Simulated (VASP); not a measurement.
# Mg3CdSe2O2 (P-4m2) in VASP: a series of runs

The runs below take Mg3CdSe2O2 through single point, with PBE.

Program: VASP 6.6.1. These are calculated values, not measurements. Logs are shortened: lines on timing, memory, paths and dates and some standing lists are left out, and cuts for length are marked.

**1. The cell of the first run**

Symmetry: P-4m2, No. 115, tetragonal system. The conventional cell has a = 3.889 Å, b = 3.889 Å, c = 9.814 Å, α = 90.00°, β = 90.00°, γ = 90.00°. Mg (site symmetry -4m2) has 4 O at 2.04 Å within 2.7 Å. Within 3.0 Å of Mg (site symmetry 2mm) lie 4 O at 2.14 to 2.87 Å and 2 Se at 2.55 Å and 1 Mg at 2.99 Å. Cd (site symmetry -4m2) has 4 Se at 2.63 Å within 3.5 Å. Within 3.4 Å of Se (site symmetry 2mm) lie 2 Mg at 2.55 Å and 2 Cd at 2.63 Å. Within 2.7 Å of O (site symmetry 2mm) lie 4 Mg at 2.04 to 2.14 Å.

**2. Single point, PBE**

The input, INCAR:

```
  ALGO = Normal
  EDIFF = 1E-6
  ENCUT = 600
  GGA = PE
  GGA_COMPAT = F
  ISIF = 2
  ISMEAR = 0
  LASPH = T
  LCHARG = T
  LELF = T
  LREAL = F
  LVHAR = T
  LWAVE = F
  NBANDS = 31
  NELM = 120
  PREC = Accurate
  SIGMA = 0.01
```

The input, KPOINTS:

```
k-points
0
Gamma
  8 8 4
```

The input, POSCAR:

```
Mg3CdSe2O2
1.0
    3.8891159576      0.0000000000      0.0000000000
    0.0000000000      3.8891159576      0.0000000000
    0.0000000000      0.0000000000      9.8144154402
Mg Cd Se O
3 1 2 2
Direct
    0.0000000000      0.0000000000      0.0000000000
    0.5000000000      0.5000000000      0.8475188042
    0.5000000000      0.5000000000      0.1524811958
    0.0000000000      0.0000000000      0.5000000000
    0.5000000000      0.0000000000      0.6799215571
    0.0000000000      0.5000000000      0.3200784429
    0.5000000000      0.0000000000      0.0622779210
    0.0000000000      0.5000000000      0.9377220790
```

Potentials or basis: VASP PAW PBE potentials, release 64 (Mg, Cd, Se, O).

The run is started by

```sh
> cat potpaw_PBE.64/Mg/POTCAR potpaw_PBE.64/Cd/POTCAR potpaw_PBE.64/Se/POTCAR potpaw_PBE.64/O/POTCAR > POTCAR
> mpirun -np 1 vasp_std > vasp.out
```

OUTCAR:

```text
EDIFF = 1E-6
   ENCUT = 600
   GGA = PE
   ISIF = 2
   ISMEAR = 0
   LASPH = T
   LREAL = F
   NELM = 120
   PREC = Accurate

 ion  position               nearest neighbor table
   1  0.000  0.000  0.000-   7 2.04   8 2.04   8 2.04   7 2.04   2 3.13   3 3.13   2 3.13   2 3.13
                             3 3.13   3 3.13   2 3.13   3 3.13
   2  0.500  0.500  0.848-   8 2.14   8 2.14   5 2.55   5 2.55   3 2.99   1 3.13   1 3.13   1 3.13
                             1 3.13
   3  0.500  0.500  0.152-   7 2.14   7 2.14   6 2.55   6 2.55   2 2.99   1 3.13   1 3.13   1 3.13
                             1 3.13
   4  0.000  0.000  0.500-   5 2.63   6 2.63   6 2.63   5 2.63
   5  0.500  0.000  0.680-   2 2.55   2 2.55   4 2.63   4 2.63
   6  0.000  0.500  0.320-   3 2.55   3 2.55   4 2.63   4 2.63
   7  0.500  0.000  0.062-   1 2.04   1 2.04   3 2.14   3 2.14
   8  0.000  0.500  0.938-   1 2.04   1 2.04   2 2.14   2 2.14

  LATTYP: Found a simple tetragonal cell.
 ALAT       =     3.8891159576
 C/A-ratio  =     2.5235594791

  Lattice vectors:

 A1 = (   3.8891159576,   0.0000000000,   0.0000000000)
 A2 = (   0.0000000000,   3.8891159576,   0.0000000000)
 A3 = (   0.0000000000,   0.0000000000,   9.8144154402)

Analysis of symmetry for initial positions (statically):
=====================================================================
 Subroutine PRICEL returns:
 Original cell was already a primitive cell.

 Routine SETGRP: Setting up the symmetry group for a
 simple tetragonal supercell.

 Subroutine GETGRP returns: Found  8 space group operations
 (whereof  8 operations were pure point group operations)
 out of a pool of 16 trial point group operations.

The static configuration has the point symmetry D_2d.

Analysis of symmetry for dynamics (positions and initial velocities):
=====================================================================
 Subroutine PRICEL returns:
 Original cell was already a primitive cell.

 Routine SETGRP: Setting up the symmetry group for a
 simple tetragonal supercell.

 Subroutine GETGRP returns: Found  8 space group operations
 (whereof  8 operations were pure point group operations)
 out of a pool of 16 trial point group operations.

The dynamic configuration has the point symmetry D_2d.

 Subroutine INISYM returns: Found  8 space group operations
 (whereof  8 operations are pure point group operations),
 and found     1 'primitive' translations

----------------------------------------------------------------------------------------

                                     Primitive cell

  volume of cell :     148.4452

  direct lattice vectors                    reciprocal lattice vectors
     3.889115958  0.000000000  0.000000000     0.257127844  0.000000000  0.000000000
     0.000000000  3.889115958  0.000000000     0.000000000  0.257127844  0.000000000
     0.000000000  0.000000000  9.814415440     0.000000000  0.000000000  0.101890938

  length of vectors
     3.889115958  3.889115958  9.814415440     0.257127844  0.257127844  0.101890938

  position of ions in fractional coordinates (direct lattice)
     0.000000000  0.000000000  0.000000000
     0.500000000  0.500000000  0.847518804
     0.500000000  0.500000000  0.152481196
     0.000000000  0.000000000  0.500000000
     0.500000000  0.000000000  0.679921557
     0.000000000  0.500000000  0.320078443
     0.500000000  0.000000000  0.062277921
     0.000000000  0.500000000  0.937722079

  ion indices of the primitive-cell ions
   primitive index   ion index
                 1           1
                 2           2
                 3           3
                 4           4
                 5           5
                 6           6
                 7           7
                 8           8

----------------------------------------------------------------------------------------

 KPOINTS: k-points

Automatic generation of k-mesh.
 Grid dimensions read from file:
 generate k-points for:    8    8    4

 Generating k-lattice:

  Cartesian coordinates                     Fractional coordinates (reciprocal lattice)
     0.032140980  0.000000000  0.000000000     0.125000000  0.000000000  0.000000000
     0.000000000  0.032140980  0.000000000     0.000000000  0.125000000  0.000000000
     0.000000000  0.000000000  0.025472735     0.000000000  0.000000000  0.250000000

  Length of vectors
     0.032140980  0.032140980  0.025472735

  Shift w.r.t. Gamma in fractional coordinates (k-lattice)
     0.000000000  0.000000000  0.000000000

 Subroutine IBZKPT returns following result:
 ===========================================

 Found     45 irreducible k-points:

 Following reciprocal coordinates:
            Coordinates               Weight
  0.000000  0.000000  0.000000      1.000000
  0.125000  0.000000  0.000000      4.000000
  0.250000  0.000000  0.000000      4.000000
  0.375000  0.000000  0.000000      4.000000
  0.500000  0.000000  0.000000      2.000000
  0.125000  0.125000  0.000000      4.000000
[... 16 lines left out ...]
  0.375000  0.125000  0.250000     16.000000
  0.500000  0.125000  0.250000      8.000000
 [... further k-points ...]
   k-points           NKPTS =     45   k-points in BZ     NKDIM =     45   number of bands    NBANDS=     31
   number of dos      NEDOS =    301   number of ions     NIONS =      8
   total plane-waves  NPLWV =  81920
   dimension x,y,z NGX =    32 NGY =   32 NGZ =   80
   dimension x,y,z NGXF=    64 NGYF=   64 NGZF=  160
   ions per type =               3   1   2   2
   NGX,Y,Z   is equivalent  to a cutoff of  13.68, 13.68, 13.55 a.u.
   NGXF,Y,Z  is equivalent  to a cutoff of  27.36, 27.36, 27.10 a.u.
 SYSTEM =  unknown system
   PREC   = accura    normal or accurate (medium, high low for compatibility)
   ISTART =      0    job   : 0-new  1-cont  2-samecut
   ICHARG =      2    charge: 1-file 2-atom 10-const
   ISPIN  =      1    spin polarized calculation?
   LNONCOLLINEAR =      F non collinear calculations
   LSORBIT =      F    spin-orbit coupling
   LASPH  =      T    aspherical Exc in radial PAW
   ENCUT  =  600.0 eV  44.10 Ry    6.64 a.u.   7.77  7.77 19.60*2*pi/ulx,y,z
   NELM   =    120;   NELMIN=  2; NELMDL= -5     # of ELM steps
   EDIFF  = 0.1E-05   stopping-criterion for ELM
   LREAL  =      F    real-space projection
   EDIFFG = 0.1E-04   stopping-criterion for IOM
   NSW    =      0    number of steps for IOM
   IBRION =     -1    ionic relax: 0-MD 1-quasi-New 2-CG
   NFREE  =      0    steps in history (QN), initial steepest desc. (CG)
   ISIF   =      2    stress and relaxation
   ISYM   =      2    0-nonsym 1-usesym 2-fastsym
   POTIM  = 0.5000    time-step for ionic-motion
   TEBEG  =    0.0;   TEEND  =   0.0 temperature during run
   PSTRESS=    0.0 pullay stress
   NELECT =      42.0000    total number of electrons
   NUPDOWN=      -1.0000    fix difference up-down
   EMIN   =  10.00;   EMAX   =-10.00  energy-range for DOS
   EFERMI =   0.00;   METHOD = LEGACY
   ISMEAR =     0;   SIGMA  =   0.01  broadening in eV -4-tet -1-fermi 0-gaus
   EFERMI_NEDOS =   21; number of points for ismear=-14 and -15
   IALGO  =     38    algorithm
   IMIX   =      4    mixing-type and parameters
     AMIX     =   0.40;   BMIX     =  1.00
     AMIX_MAG =   1.60;   BMIX_MAG =  1.00
  volume/ion in A,a.u.               =      18.56       125.22
  Fermi-wavevector in a.u.,A,eV,Ry     =   1.074738  2.030960 15.715563  1.155061
  Thomas-Fermi vector in A             =   2.210574
   LORBIT       =      0    0 simple, 1 ext, 2 COOP (PROOUT), +10 PAW based schemes
   GGA     = PE    functional components
   LHFCALC =     F    Hartree Fock is set to
   AEXX    =    0.0000 exact exchange contribution
   IVDW    =     0    specifies the selected vdW correction
   LEPSILON=     F    determine dielectric tensor
   LRPA    =     F    only Hartree local field effects (RPA)
 non-spin polarized calculation
 Gauss-broadening in eV      SIGMA  =   0.01
  energy-cutoff  :      600.00
  volume of cell :      148.45
 maximum number of plane-waves:      4980
 NGX is ok and might be reduce to    32
   NGX = 15   NGY = 15   NGZ = 39

 number of electron      41.9999983 magnetization

 Free energy of the ion-electron system (eV)
  ---------------------------------------------------
  ext. energy  EPLUGINS =         0.00000000
  ---------------------------------------------------
  free energy    TOTEN  =       -35.27709650 eV

  energy without entropy =      -35.27709650  energy(sigma->0) =      -35.27709650

 E-fermi :   2.1645     XC(G=0):  -9.2325

 val. band max:        2.0622892623   @ k =   0.3750   0.0000   0.5000
 cond. band min:       3.1562081729   @ k =   0.0000   0.0000   0.0000
 fundamental gap:      1.0939189105
 Fermi energy:         2.1644886808

 k-point     1 :       0.0000    0.0000    0.0000
  band No.  band energies     occupation
      1     -15.6530      2.00000
      2     -14.8637      2.00000
      3     -10.2673      2.00000
      4     -10.0402      2.00000
      5      -5.7495      2.00000
      6      -5.7115      2.00000
[... 23 lines left out ...]
     30       9.3028      0.00000
     31       9.6732      0.00000

 k-point     2 :       0.1250    0.0000    0.0000
  band No.  band energies     occupation
      1     -15.6145      2.00000
      2     -14.8830      2.00000
      3     -10.2199      2.00000
      4     -10.0106      2.00000
      5      -5.7546      2.00000
      6      -5.7082      2.00000
[... 23 lines left out ...]
     30       9.3680      0.00000
     31       9.8065      0.00000

 k-point     3 :       0.2500    0.0000    0.0000
  band No.  band energies     occupation
      1     -15.5077      2.00000
      2     -14.9434      2.00000
      3     -10.0993      2.00000
      4      -9.9395      2.00000
      5      -5.7564      2.00000
      6      -5.7002      2.00000
[... 23 lines left out ...]
     30       9.8256      0.00000
     31      10.1599      0.00000

 k-point     4 :       0.3750    0.0000    0.0000
  band No.  band energies     occupation
      1     -15.3562      2.00000
      2     -15.0483      2.00000
      3      -9.9645      2.00000
      4      -9.8730      2.00000
      5      -5.7420      2.00000
      6      -5.6920      2.00000
[... 23 lines left out ...]
     30      10.0314      0.00000
     31      10.2601      0.00000

 k-point     5 :       0.5000    0.0000    0.0000
  band No.  band energies     occupation
      1     -15.1984      2.00000
      2     -15.1867      2.00000
      3      -9.8964      2.00000
      4      -9.8547      2.00000
      5      -5.7315      2.00000
      6      -5.6886      2.00000
[... 23 lines left out ...]
     30       9.7859      0.00000
     31      10.1758      0.00000
[... 542 lines left out ...]
     30       9.2858      0.00000
     31       9.8243      0.00000

 k-point    22 :       0.2500    0.1250    0.2500
  band No.  band energies     occupation
      1     -15.4762      2.00000
      2     -14.9531      2.00000
      3     -10.0612      2.00000
      4      -9.9016      2.00000
      5      -5.7345      2.00000
      6      -5.7027      2.00000
[... 23 lines left out ...]
     30       9.6138      0.00000
     31      10.1701      0.00000

 k-point    23 :       0.3750    0.1250    0.2500
  band No.  band energies     occupation
      1     -15.3331      2.00000
      2     -15.0477      2.00000
      3      -9.9268      2.00000
      4      -9.8364      2.00000
      5      -5.7168      2.00000
      6      -5.6844      2.00000
[... 23 lines left out ...]
     30       9.4490      0.00000
     31       9.8635      0.00000

 k-point    24 :       0.5000    0.1250    0.2500
  band No.  band energies     occupation
      1     -15.1853      2.00000
      2     -15.1753      2.00000
      3      -9.8574      2.00000
      4      -9.8202      2.00000
      5      -5.7038      2.00000
      6      -5.6780      2.00000
[... 23 lines left out ...]
     30       9.3585      0.00000
     31       9.6483      0.00000

 [... further k-points ...]
[... 5 lines left out ...]
  --------------------------------------------------------------------------------------
  -------------------------------------------------------------------------------------
  Total       -0.1202469     -0.1202469     -0.0141595      0.0000000      0.0000000     -0.0000000
  in kB       -1.2978318     -1.2978318     -0.1528245      0.0000000      0.0000000     -0.0000000
  external PRESSURE =      -0.9161627 kB  Pullay stress =       0.0000000 kB

 VOLUME and BASIS-vectors are now :
 -----------------------------------------------------------------------------
  energy-cutoff  :      600.00
  volume of cell :      148.45
      direct lattice vectors                 reciprocal lattice vectors
     3.889115958  0.000000000  0.000000000     0.257127844  0.000000000  0.000000000
     0.000000000  3.889115958  0.000000000     0.000000000  0.257127844  0.000000000
     0.000000000  0.000000000  9.814415440     0.000000000  0.000000000  0.101890938

 POSITION                                       TOTAL-FORCE (eV/Angst)
 -----------------------------------------------------------------------------------
      0.00000      0.00000      0.00000         0.000000      0.000000      0.000000
      1.94456      1.94456      8.31790         0.000000     -0.000000      0.006612
      1.94456      1.94456      1.49651         0.000000      0.000000     -0.006612
      0.00000      0.00000      4.90721         0.000000     -0.000000      0.000000
      1.94456      0.00000      6.67303         0.000000      0.000000      0.050510
      0.00000      1.94456      3.14138         0.000000      0.000000     -0.050510
      1.94456      0.00000      0.61122        -0.000000      0.000000     -0.003889
      0.00000      1.94456      9.20319         0.000000      0.000000      0.003889
 -----------------------------------------------------------------------------------
    total drift:                                0.000000      0.000000     -0.000000

  FREE ENERGIE OF THE ION-ELECTRON SYSTEM (eV)
  ---------------------------------------------------
  free  energy   TOTEN  =       -35.2770965044 eV

  energy  without entropy=      -35.2770965044  energy(sigma->0) =      -35.27709650
```

Run time: 2.7 min. Hardware: 1 thread of Oxide Virtual Turin-like, shared host; peak memory 0.42 GiB.

What came out:

```yaml
Free_energy: -35.2771 eV
Pressure: -0.1 GPa
Largest_force: 0.051 eV/Å
Band_gap_on_the_k_mesh: 1.09 eV (least direct gap 1.16 eV)
```

Forces in eV/Å, atoms in the order of the input:
```
Mg   0.000  0.000  0.000
Mg   0.000  0.000  0.007
Mg   0.000  0.000 -0.007
Cd   0.000  0.000  0.000
Se   0.000  0.000  0.051
Se   0.000  0.000 -0.051
O    0.000  0.000 -0.004
O    0.000  0.000  0.004
```

A k mesh can miss the band edges.

(Continued in part 2 of 2.)
